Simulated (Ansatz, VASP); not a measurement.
Two plane-wave programs on Ta3N

File INCAR:

```
ALGO     = Normal         # electronic algorithm
EDIFF    = 1E-6           # SCF threshold, eV
EDIFFG   = -0.04          # ionic threshold
ENCUT    = 600            # plane-wave cutoff, eV
GGA      = PE             # functional
IBRION   = 2              # ionic algorithm
ISIF     = 3              # what is computed and relaxed
ISMEAR   = 0              # smearing method
LASPH    = True           # aspherical terms in the spheres
LCHARG   = False          # write CHGCAR
LREAL    = False          # projectors in reciprocal space
LWAVE    = False          # write WAVECAR
NELM     = 80             # most SCF steps
NSW      = 90             # ionic steps
PREC     = Accurate       # precision mode
SIGMA    = 0.1            # smearing width, eV
```

Contents of KPOINTS:

```
k-points
0
Gamma
  6 6 4
```

Contents of POSCAR:

```
Ta3N
1.0
    4.3954805500      0.0000000000      0.0000000000
   -2.1977402800      3.8065978200      0.0000000000
    0.0000000000      0.0000000000      4.4540668900
Ta N
3 1
Direct
    0.6309387800      0.0000000000      0.5000000000
    0.0000000000      0.6309387800      0.5000000000
    0.3690612200      0.3690612200      0.5000000000
    0.0000000000      0.0000000000      0.5000000000
```

Input for Ansatz:

```yaml
crystal:
  lattice:
    - [4.39548055, 0.0, 0.0]
    - [-2.19774028, 3.80659782, 0.0]
    - [0.0, 0.0, 4.45406689]
  atoms:
    - { symbol: Ta, position: [0.63093878, 0.0, 0.5] }
    - { symbol: Ta, position: [0.0, 0.63093878, 0.5] }
    - { symbol: Ta, position: [0.36906122, 0.36906122, 0.5] }
    - { symbol: "N", position: [0.0, 0.0, 0.5] }
basis:
  ecutwfc: 420
kpoints:
  mp_grid: { grid: [6, 6, 4] }
hamiltonian:
  xc: pbe
scf:
  occupations: { method: gaussian, width: 0.1 }
  lower_state_search: "off"
output:
  forces: true
  stress: true
  eigenvalues: true
relax:
  adjacent_minimum: "off"
  f_tol: 0.04
  max_steps: 70
  cell: { stress_tol: 0.4 }
```

Alike in both runs: task relaxation of cell and atoms; functional PBE; k mesh 6 × 6 × 4; occupations gaussian, width 0.1 eV; no spin polarisation.

|  | VASP | Ansatz |
| --- | --- | --- |
| version | VASP 6.6.1 | Ansatz 0.2.0 |
| potentials or method | VASP PAW PBE potentials, release 64 (Ta_pv, N), cutoff 600 eV | scalar-relativistic, plane waves, PAW |
| valence electrons in the cell | 38 | 44 |

Ansatz gave:

* gap on the k mesh at the Fermi level, each at its own relaxed structure (eV): none
* relaxed volume (Å³/atom): 18.01
* relaxed cell length with the largest relative difference (Å): 5.336

Estimate VASP's values.

gap on the k mesh at the Fermi level, each at its own relaxed structure (eV): none; relaxed volume (Å³/atom): 17.99; relaxed cell length with the largest relative difference (Å): 5.332.

A gap of «none» marks a metal or a gap that the smearing closes. VASP's potentials hold 38 valence electrons a cell and Ansatz's 44, so a difference there can come from the potentials and not from the codes.

Spin-orbit coupling is off throughout.
